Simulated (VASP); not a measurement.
Runs of VASP 6.6.1 on AlW. The structure is that of space group R-3m (No. 166), or close to it. The cells are those of the table. 

```csv
task,cell,k mesh,cutoff (eV),gap on the mesh (eV),pressure (GPa)
single point,"a = 4.819 Å, angles 34.2°, 2 atoms",24 × 24 × 24,520,none,(a)
single point,"a = 4.642 Å, angles 37.3°, 2 atoms",6 × 6 × 6,520,none,-7.1
single point,"a = 4.794 Å, angles 34.5°, 2 atoms",6 × 6 × 6,520,none,-0.1
relaxation of cell and atoms,"relaxed from a = 4.642 Å, angles 37.3°, 2 atoms",6 × 6 × 6,600,none,0.0
```

Alike in all rows: level PBE; potentials or basis VASP PAW PBE potentials, release 64 (Al, W_sv); no spin polarisation; smearing gaussian 0.1 eV.

Problem. Fill in the values left out.

Solution. (a) 0.1.

Caveats: some runs use coarse meshes; spin-orbit coupling is left out, which moves the levels of the heavy elements.

A k mesh can miss the band edges, and the runs leave out spin-orbit coupling on W.

A gap of «none» marks levels without a gap at the run's occupations.
